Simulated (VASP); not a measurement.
# ZnH (Pm-3m) in VASP: further runs

The runs below take ZnH through single point, relaxation of cell and atoms, with PBE.

Everything below comes from runs of VASP 6.6.1. Logs are shortened: lines on timing, memory, paths and dates and some standing lists are left out, and cuts for length are marked.

## Step 1: The cell of the first run

It takes space group Pm-3m (No. 221, cubic). The conventional cell has a = 2.714 Å, b = 2.714 Å, c = 2.714 Å, α = 90.00°, β = 90.00°, γ = 90.00°. Within 3.1 Å of Zn (site symmetry m-3m) lie 8 H at 2.35 Å and 6 Zn at 2.71 Å. H (site symmetry m-3m) has 8 Zn at 2.35 Å and 6 H at 2.71 Å within 3.1 Å.

## Step 2: Single point, PBE

File INCAR:

```
SYSTEM = ZnH
  PREC = Accurate
  ENCUT = 520
  EDIFF = 1E-6
  ISMEAR = 0
  SIGMA = 0.1
  LREAL = .False.
  LASPH = .True.
  NELM = 100
  ALGO = Normal
  ISIF = 2
  LWAVE = .False.
  LCHARG = .False.
  GGA = PE
  NBANDS = 14
```

File KPOINTS:

```
regular mesh
0
Gamma
  6 6 6
  0 0 0
```

File POSCAR:

```
ZnH
1.0
    2.7140574029      0.0000000000      0.0000000000
    0.0000000000      2.7140574029      0.0000000000
    0.0000000000      0.0000000000      2.7140574029
Zn H
1 1
Direct
    0.5000000000      0.5000000000      0.5000000000
    0.0000000000      0.0000000000      0.0000000000
```

Potentials or basis: VASP PAW PBE potentials, release 64 (Zn, H).

On the command line:

```console
> cat potpaw_PBE.64/Zn/POTCAR potpaw_PBE.64/H/POTCAR > POTCAR
> mpirun -np 1 vasp_std > vasp.out
```

OUTCAR:

```text
SYSTEM = ZnH
   PREC = Accurate
   ENCUT = 520
   EDIFF = 1E-6
   ISMEAR = 0
   LREAL = .False.
   LASPH = .True.
   NELM = 100
   ISIF = 2
   GGA = PE

 ion  position               nearest neighbor table
   1  0.500  0.500  0.500-
   2  0.000  0.000  0.000-

  LATTYP: Found a simple cubic cell.
 ALAT       =     2.7140574029

  Lattice vectors:

 A1 = (   2.7140574029,   0.0000000000,   0.0000000000)
 A2 = (   0.0000000000,   2.7140574029,   0.0000000000)
 A3 = (   0.0000000000,   0.0000000000,   2.7140574029)

Analysis of symmetry for initial positions (statically):
=====================================================================
 Subroutine PRICEL returns:
 Original cell was already a primitive cell.

 Routine SETGRP: Setting up the symmetry group for a
 simple cubic supercell.

 Subroutine GETGRP returns: Found 48 space group operations
 (whereof 48 operations were pure point group operations)
 out of a pool of 48 trial point group operations.

The static configuration has the point symmetry O_h .

Analysis of symmetry for dynamics (positions and initial velocities):
=====================================================================
 Subroutine PRICEL returns:
 Original cell was already a primitive cell.

 Routine SETGRP: Setting up the symmetry group for a
 simple cubic supercell.

 Subroutine GETGRP returns: Found 48 space group operations
 (whereof 48 operations were pure point group operations)
 out of a pool of 48 trial point group operations.

The dynamic configuration has the point symmetry O_h .

 Subroutine INISYM returns: Found 48 space group operations
 (whereof 48 operations are pure point group operations),
 and found     1 'primitive' translations

----------------------------------------------------------------------------------------

                                     Primitive cell

  volume of cell :      19.9920

  direct lattice vectors                    reciprocal lattice vectors
     2.714057403  0.000000000  0.000000000     0.368452045  0.000000000  0.000000000
     0.000000000  2.714057403  0.000000000     0.000000000  0.368452045  0.000000000
     0.000000000  0.000000000  2.714057403     0.000000000  0.000000000  0.368452045

  length of vectors
     2.714057403  2.714057403  2.714057403     0.368452045  0.368452045  0.368452045

  position of ions in fractional coordinates (direct lattice)
     0.500000000  0.500000000  0.500000000
[... 81 lines left out ...]
   POTIM  = 0.5000    time-step for ionic-motion
   TEBEG  =    0.0;   TEEND  =   0.0 temperature during run
   PSTRESS=    0.0 pullay stress
   NELECT =      13.0000    total number of electrons
   NUPDOWN=      -1.0000    fix difference up-down
   EMIN   =  10.00;   EMAX   =-10.00  energy-range for DOS
   EFERMI =   0.00;   METHOD = LEGACY
   ISMEAR =     0;   SIGMA  =   0.10  broadening in eV -4-tet -1-fermi 0-gaus
   EFERMI_NEDOS =   21; number of points for ismear=-14 and -15
   IALGO  =     38    algorithm
   IMIX   =      4    mixing-type and parameters
     AMIX     =   0.40;   BMIX     =  1.00
     AMIX_MAG =   1.60;   BMIX_MAG =  1.00
  volume/ion in A,a.u.               =      10.00        67.46
  Fermi-wavevector in a.u.,A,eV,Ry     =   1.418307  2.680212 27.369409  2.011595
  Thomas-Fermi vector in A             =   2.539446
   LORBIT       =      0    0 simple, 1 ext, 2 COOP (PROOUT), +10 PAW based schemes
   GGA     = PE    functional components
   LHFCALC =     F    Hartree Fock is set to
   AEXX    =    0.0000 exact exchange contribution
   IVDW    =     0    specifies the selected vdW correction
   LEPSILON=     F    determine dielectric tensor
   LRPA    =     F    only Hartree local field effects (RPA)
 non-spin polarized calculation
 Gauss-broadening in eV      SIGMA  =   0.10
  energy-cutoff  :      520.00
  volume of cell :       19.99
 maximum number of plane-waves:       554
   NGX = 11   NGY = 11   NGZ = 11

 number of electron      13.0000002 magnetization

 Free energy of the ion-electron system (eV)
  ---------------------------------------------------
  ext. energy  EPLUGINS =         0.00000000
  ---------------------------------------------------
  free energy    TOTEN  =        -3.14606723 eV

  energy without entropy =       -3.13963832  energy(sigma->0) =       -3.14285278

 E-fermi :   2.4098     XC(G=0): -11.0012

 val. band max:        2.3893530667   @ k =   0.3333   0.1667   0.1667
 cond. band min:       2.5519652972   @ k =   0.5000   0.3333   0.3333
 fundamental gap:      0.1626122304
 Fermi energy:         2.4098183852

 k-point     1 :       0.0000    0.0000    0.0000
  band No.  band energies     occupation
      1      -8.3838      2.00000
      2      -5.4974      2.00000
      3      -5.4974      2.00000
      4      -4.5135      2.00000
      5      -4.5135      2.00000
      6      -4.5135      2.00000
      7       8.3446      0.00000
      8      12.4233      0.00000
      9      12.4233      0.00000
     10      12.4233      0.00000
     11      15.8188      0.00000
     12      15.8188      0.00000
     13      32.7918      0.00000
     14      32.7925      0.00000
[... 309 lines left out ...]
      1      -5.3207      2.00000
      2      -5.3207      2.00000
      3      -5.3207      2.00000
      4      -4.2609      2.00000
      5      -4.2609      2.00000
      6       1.6950      2.00000
      7       6.9089      0.00000
      8       6.9089      0.00000
      9       6.9089      0.00000
     10      10.0541      0.00000
     11      10.6685      0.00000
     12      10.6685      0.00000
     13      10.6685      0.00000
     14      37.6928      0.00000

------------------------ aborting loop because EDIFF is reached ----------------------------------------

  FORCE on cell =-STRESS in cart. coord.  units (eV):
  Direction    XX          YY          ZZ          XY          YZ          ZX
  --------------------------------------------------------------------------------------
  -------------------------------------------------------------------------------------
  Total        0.0059204      0.0059204      0.0059204      0.0000000     -0.0000000      0.0000000
  in kB        0.4744657      0.4744657      0.4744657      0.0000000     -0.0000000      0.0000000
  external PRESSURE =       0.4744657 kB  Pullay stress =       0.0000000 kB

 VOLUME and BASIS-vectors are now :
 -----------------------------------------------------------------------------
  energy-cutoff  :      520.00
  volume of cell :       19.99
      direct lattice vectors                 reciprocal lattice vectors
     2.714057403  0.000000000  0.000000000     0.368452045  0.000000000  0.000000000
     0.000000000  2.714057403  0.000000000     0.000000000  0.368452045  0.000000000
     0.000000000  0.000000000  2.714057403     0.000000000  0.000000000  0.368452045

 POSITION                                       TOTAL-FORCE (eV/Angst)
 -----------------------------------------------------------------------------------
      1.35703      1.35703      1.35703         0.000000      0.000000      0.000000
      0.00000      0.00000      0.00000         0.000000      0.000000      0.000000
 -----------------------------------------------------------------------------------
    total drift:                               -0.000000      0.000000     -0.000000

  FREE ENERGIE OF THE ION-ELECTRON SYSTEM (eV)
  ---------------------------------------------------
  free  energy   TOTEN  =        -3.1460672332 eV

  energy  without entropy=       -3.1396383175  energy(sigma->0) =       -3.14285278
```

stdout:

```text
POSCAR found type information on POSCAR ZnH
 POSCAR found :  2 types and       2 ions
 scaLAPACK will be used
 LDA part: xc-table for (Slater+PW92), standard interpolation
 POSCAR, INCAR and KPOINTS ok, starting setup
 FFT: planning ... GRIDC
 FFT: planning ... GRID_SOFT
 FFT: planning ... GRID
 WAVECAR not read
 entering main loop
```

It took 3.8 s on 1 thread of Intel Xeon 6975P-C, shared host; peak memory 0.12 GiB.

Results:

```yaml
Free_energy: -3.1461 eV
Pressure: 0.0 GPa
```

Caveat: the k points lie up to 0.39 Å⁻¹ apart.

## Step 3: Relaxation of cell and atoms, PBE

This run uses another cell than the first one, of 12.81 Å³/atom, 1.282 times its volume.

File INCAR:

```
  PREC = Accurate
  ENCUT = 600
  EDIFF = 1E-7
  ISMEAR = 0
  SIGMA = 0.1
  LREAL = False
  LASPH = True
  NELM = 80
  ALGO = Normal
  ISIF = 3
  LWAVE = False
  LCHARG = False
  GGA = PE
  IBRION = 2
  NSW = 90
  EDIFFG = -0.04
```

File KPOINTS:

```
Automatic mesh
0
Gamma
  6 6 6
```

File POSCAR:

```
ZnH
1.0
    2.9480170800      0.0000000000      0.0000000000
    0.0000000000      2.9480170800      0.0000000000
    0.0000000000      0.0000000000      2.9480170800
Zn H
1 1
Direct
    0.5000000000      0.5000000000      0.5000000000
    0.0000000000      0.0000000000      0.0000000000
```

Potentials or basis: VASP PAW PBE potentials, release 64 (Zn, H).

On the command line:

```console
> cat potpaw_PBE.64/Zn/POTCAR potpaw_PBE.64/H/POTCAR > POTCAR
> mpirun -np 1 vasp_std > vasp.out
```

OUTCAR:

```text
PREC = Accurate
   ENCUT = 600
   EDIFF = 1E-7
   ISMEAR = 0
   LREAL = False
   LASPH = True
   NELM = 80
   ISIF = 3
   GGA = PE
   IBRION = 2
   NSW = 90
   EDIFFG = -0.04

 ion  position               nearest neighbor table
   1  0.500  0.500  0.500-
   2  0.000  0.000  0.000-

  LATTYP: Found a simple cubic cell.
 ALAT       =     2.9480170800

  Lattice vectors:

 A1 = (   2.9480170800,   0.0000000000,   0.0000000000)
 A2 = (   0.0000000000,   2.9480170800,   0.0000000000)
 A3 = (   0.0000000000,   0.0000000000,   2.9480170800)

Analysis of symmetry for initial positions (statically):
=====================================================================
 Subroutine PRICEL returns:
 Original cell was already a primitive cell.

 Routine SETGRP: Setting up the symmetry group for a
 simple cubic supercell.

 Subroutine GETGRP returns: Found 48 space group operations
 (whereof 48 operations were pure point group operations)
 out of a pool of 48 trial point group operations.

The static configuration has the point symmetry O_h .

Analysis of symmetry for dynamics (positions and initial velocities):
=====================================================================
 Subroutine PRICEL returns:
 Original cell was already a primitive cell.

 Routine SETGRP: Setting up the symmetry group for a
 simple cubic supercell.

 Subroutine GETGRP returns: Found 48 space group operations
 (whereof 48 operations were pure point group operations)
 out of a pool of 48 trial point group operations.

The dynamic configuration has the point symmetry O_h .

 Subroutine INISYM returns: Found 48 space group operations
 (whereof 48 operations are pure point group operations),
 and found     1 'primitive' translations

----------------------------------------------------------------------------------------

                                     Primitive cell

  volume of cell :      25.6206

  direct lattice vectors                    reciprocal lattice vectors
     2.948017080  0.000000000  0.000000000     0.339211060  0.000000000  0.000000000
     0.000000000  2.948017080  0.000000000     0.000000000  0.339211060  0.000000000
     0.000000000  0.000000000  2.948017080     0.000000000  0.000000000  0.339211060

  length of vectors
     2.948017080  2.948017080  2.948017080     0.339211060  0.339211060  0.339211060

  position of ions in fractional coordinates (direct lattice)
     0.500000000  0.500000000  0.500000000
     0.000000000  0.000000000  0.000000000

  ion indices of the primitive-cell ions
   primitive index   ion index
                 1           1
                 2           2

----------------------------------------------------------------------------------------

 KPOINTS: Automatic mesh

Automatic generation of k-mesh.
 Grid dimensions read from file:
 generate k-points for:    6    6    6

 Generating k-lattice:

  Cartesian coordinates                     Fractional coordinates (reciprocal lattice)
     0.056535177  0.000000000  0.000000000     0.166666667  0.000000000  0.000000000
     0.000000000  0.056535177  0.000000000     0.000000000  0.166666667  0.000000000
     0.000000000  0.000000000  0.056535177     0.000000000  0.000000000  0.166666667

  Length of vectors
     0.056535177  0.056535177  0.056535177

  Shift w.r.t. Gamma in fractional coordinates (k-lattice)
     0.000000000  0.000000000  0.000000000

 Subroutine IBZKPT returns following result:
 ===========================================

 Found     20 irreducible k-points:

 Following reciprocal coordinates:
            Coordinates               Weight
  0.000000  0.000000  0.000000      1.000000
  0.166667  0.000000  0.000000      6.000000
  0.333333  0.000000  0.000000      6.000000
  0.500000  0.000000  0.000000      3.000000
  0.166667  0.166667  0.000000     12.000000
  0.333333  0.166667  0.000000     24.000000
[... 12 lines left out ...]
  0.500000  0.500000  0.333333      6.000000
  0.500000  0.500000  0.500000      1.000000
   k-points           NKPTS =     20   k-points in BZ     NKDIM =     20   number of bands    NBANDS=     10
   number of dos      NEDOS =    301   number of ions     NIONS =      2
   total plane-waves  NPLWV =  13824
   dimension x,y,z NGX =    24 NGY =   24 NGZ =   24
   dimension x,y,z NGXF=    48 NGYF=   48 NGZF=   48
   ions per type =               1   1
   NGX,Y,Z   is equivalent  to a cutoff of  13.53, 13.53, 13.53 a.u.
   NGXF,Y,Z  is equivalent  to a cutoff of  27.07, 27.07, 27.07 a.u.
 SYSTEM =  unknown system
   PREC   = accura    normal or accurate (medium, high low for compatibility)
   ISTART =      0    job   : 0-new  1-cont  2-samecut
   ICHARG =      2    charge: 1-file 2-atom 10-const
   ISPIN  =      1    spin polarized calculation?
   LNONCOLLINEAR =      F non collinear calculations
   LSORBIT =      F    spin-orbit coupling
   LASPH  =      T    aspherical Exc in radial PAW
   ENCUT  =  600.0 eV  44.10 Ry    6.64 a.u.   5.89  5.89  5.89*2*pi/ulx,y,z
   NELM   =     80;   NELMIN=  2; NELMDL= -5     # of ELM steps
   EDIFF  = 0.1E-06   stopping-criterion for ELM
   LREAL  =      F    real-space projection
   EDIFFG = -.4E-01   stopping-criterion for IOM
   NSW    =     90    number of steps for IOM
   IBRION =      2    ionic relax: 0-MD 1-quasi-New 2-CG
   NFREE  =      1    steps in history (QN), initial steepest desc. (CG)
   ISIF   =      3    stress and relaxation
   ISYM   =      2    0-nonsym 1-usesym 2-fastsym
   POTIM  = 0.5000    time-step for ionic-motion
   TEBEG  =    0.0;   TEEND  =   0.0 temperature during run
   PSTRESS=    0.0 pullay stress
   NELECT =      13.0000    total number of electrons
   NUPDOWN=      -1.0000    fix difference up-down
   EMIN   =  10.00;   EMAX   =-10.00  energy-range for DOS
   EFERMI =   0.00;   METHOD = LEGACY
   ISMEAR =     0;   SIGMA  =   0.10  broadening in eV -4-tet -1-fermi 0-gaus
   EFERMI_NEDOS =   21; number of points for ismear=-14 and -15
   IALGO  =     38    algorithm
   IMIX   =      4    mixing-type and parameters
     AMIX     =   0.40;   BMIX     =  1.00
     AMIX_MAG =   1.60;   BMIX_MAG =  1.00
  volume/ion in A,a.u.               =      12.81        86.45
  Fermi-wavevector in a.u.,A,eV,Ry     =   1.305748  2.467505 23.197623  1.704977
  Thomas-Fermi vector in A             =   2.436596
   LORBIT       =      0    0 simple, 1 ext, 2 COOP (PROOUT), +10 PAW based schemes
   GGA     = PE    functional components
   LHFCALC =     F    Hartree Fock is set to
   AEXX    =    0.0000 exact exchange contribution
   IVDW    =     0    specifies the selected vdW correction
   LEPSILON=     F    determine dielectric tensor
   LRPA    =     F    only Hartree local field effects (RPA)
 conjugate gradient relaxation of ions
 non-spin polarized calculation
 Gauss-broadening in eV      SIGMA  =   0.10
  energy-cutoff  :      600.00
  volume of cell :       25.62
 maximum number of plane-waves:       876
 NGX is ok and might be reduce to    24
   NGX = 11   NGY = 11   NGZ = 11

--------------------------------------- Ionic step        1  -------------------------------------------

 number of electron      12.9999993 magnetization

 Free energy of the ion-electron system (eV)
  ---------------------------------------------------
  ext. energy  EPLUGINS =         0.00000000
  ---------------------------------------------------
  free energy    TOTEN  =        -2.93161291 eV

  energy without entropy =       -2.92517339  energy(sigma->0) =       -2.92839315

 E-fermi :   0.7371     XC(G=0):  -9.8690

 val. band max:        0.7167258070   @ k =   0.3333   0.1667   0.1667
 cond. band min:       0.8784214338   @ k =   0.5000   0.3333   0.3333
 fundamental gap:      0.1616956268
 Fermi energy:         0.7371342928

 k-point     1 :       0.0000    0.0000    0.0000
  band No.  band energies     occupation
      1      -7.9648      2.00000
      2      -6.4567      2.00000
      3      -6.4567      2.00000
      4      -5.8565      2.00000
      5      -5.8565      2.00000
      6      -5.8565      2.00000
      7       5.1664      0.00000
      8       9.6064      0.00000
      9       9.6064      0.00000
     10       9.6064      0.00000
[... 350 lines left out ...]
  energy  without entropy=       -3.1390531261  energy(sigma->0) =       -3.14224648

--------------------------------------- Ionic step        4  -------------------------------------------

 number of electron      12.9999986 magnetization

 Free energy of the ion-electron system (eV)
  ---------------------------------------------------
  ext. energy  EPLUGINS =         0.00000000
  ---------------------------------------------------
  free energy    TOTEN  =        -3.14767088 eV

  energy without entropy =       -3.14124081  energy(sigma->0) =       -3.14445584

 E-fermi :   2.4372     XC(G=0): -11.0185

 val. band max:        2.4167643495   @ k =   0.3333   0.1667   0.1667
 cond. band min:       2.5793710216   @ k =   0.5000   0.3333   0.3333
 fundamental gap:      0.1626066720
 Fermi energy:         2.4372261460

 k-point     1 :       0.0000    0.0000    0.0000
  band No.  band energies     occupation
      1      -8.3905      2.00000
      2      -5.4843      2.00000
      3      -5.4843      2.00000
      4      -4.4936      2.00000
      5      -4.4936      2.00000
      6      -4.4936      2.00000
      7       8.3956      0.00000
      8      12.4693      0.00000
      9      12.4693      0.00000
     10      12.4693      0.00000
[... 274 lines left out ...]
  FREE ENERGIE OF THE ION-ELECTRON SYSTEM (eV)
  ---------------------------------------------------
  free  energy   TOTEN  =        -3.1476708782 eV

  energy  without entropy=       -3.1412408107  energy(sigma->0) =       -3.14445584

 reached required accuracy - stopping structural energy minimisation
```

It took 14 s on 1 thread of Intel Xeon 6975P-C, shared host; peak memory 0.14 GiB.

Results:

```yaml
Free_energy: -3.1477 eV
Relaxed_volume: 9.96 Å³/atom
Relaxed_cell: a = 2.711 Å, b = 2.711 Å, c = 2.711 Å, α = 90.00°, β = 90.00°, γ = 90.00°
Space_group_after_relaxing_to_0.05_Å: Pm-3m (No. 221)
Energy_gained_by_relaxing: 108.0 meV/atom
Ionic_steps: 4
Pressure_after_relaxing: 0.3 GPa
```

Step by step:
```tsv
step	energy change (eV)	largest force (eV/Å)	pressure (GPa)	volume (Å³)
1	0.0000	0.0000	-9.84	25.62
2	-0.1493	0.0000	-6.79	22.81
3	-0.2138	0.0000	-1.53	20.48
4	-0.2161	0.0000	0.32	19.92
```

Final structure:
```yaml
crystal:
  lattice:
    - [2.71072, 0.00000, 0.00000]
    - [0.00000, 2.71072, 0.00000]
    - [0.00000, 0.00000, 2.71072]
  atoms:
    - { symbol: Zn, position: [0.50000, 0.50000, 0.50000] }
    - { symbol: H, position: [0.00000, 0.00000, 0.00000] }
```

Caveat: the volume moved by over 15 % at a fixed basis, so the end points are rough.
